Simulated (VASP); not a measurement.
Here is a VASP 6.6.1 calculation.

Contents of INCAR:

```
PREC = Accurate ; ENCUT = 500
EDIFF = 1E-7 ; ISMEAR = -1
SIGMA = 0.05 ; LREAL = False
LASPH = True ; NELM = 120
ALGO = Normal ; ISIF = 3
LWAVE = False ; LCHARG = False
GGA = RE ; IBRION = 2
NSW = 80 ; EDIFFG = -0.03
PSTRESS = 100.0 ; GGA_COMPAT = False
NELMIN = 4
```

Contents of KPOINTS:

```
regular mesh
0
Gamma
  7 7 7
```

File POSCAR:

```
W
1.0
    0.0000000000      2.7400000000      2.7400000000
    2.7400000000      0.0000000000      2.7400000000
    2.7400000000      2.7400000000      0.0000000000
W
2
Direct
    1.0000000000      1.0000000000      1.0000000000
    0.2500000000      0.2500000000      0.2500000000
```

Potentials or basis: VASP PAW PBE potentials, release 64 (W_sv).

Command:

```bash
$ cat potpaw_PBE.64/W_sv/POTCAR > POTCAR
$ mpirun -np 1 vasp_std > vasp.out
```

Estimate the relaxed cell.

a = 4.042 Å, b = 4.042 Å, c = 4.042 Å, α = 60.00°, β = 60.00°, γ = 60.00°.

What does it give for the space group after relaxing (to 0.1 Å)?

Fd-3m (No. 227).

Predict the relaxed volume.

23.35 Å³/atom.

Final structure:
```cif
data_structure
_symmetry_space_group_name_H-M 'P 1'
_symmetry_Int_Tables_number 1
_cell_length_a 4.0423
_cell_length_b 4.0423
_cell_length_c 4.0423
_cell_angle_alpha 60.000
_cell_angle_beta 60.000
_cell_angle_gamma 60.000
_cell_volume 46.70
loop_
_atom_site_label
_atom_site_type_symbol
_atom_site_fract_x
_atom_site_fract_y
_atom_site_fract_z
_atom_site_occupancy
W1 W 0.00000 0.00000 0.00000 1
W2 W 0.25000 0.25000 0.25000 1
```

Caveat: the cell is relaxed towards a set pressure, so the run minimises the enthalpy, not the energy; the PAW data sets were made with another functional, which shifts forces and pressure a little.
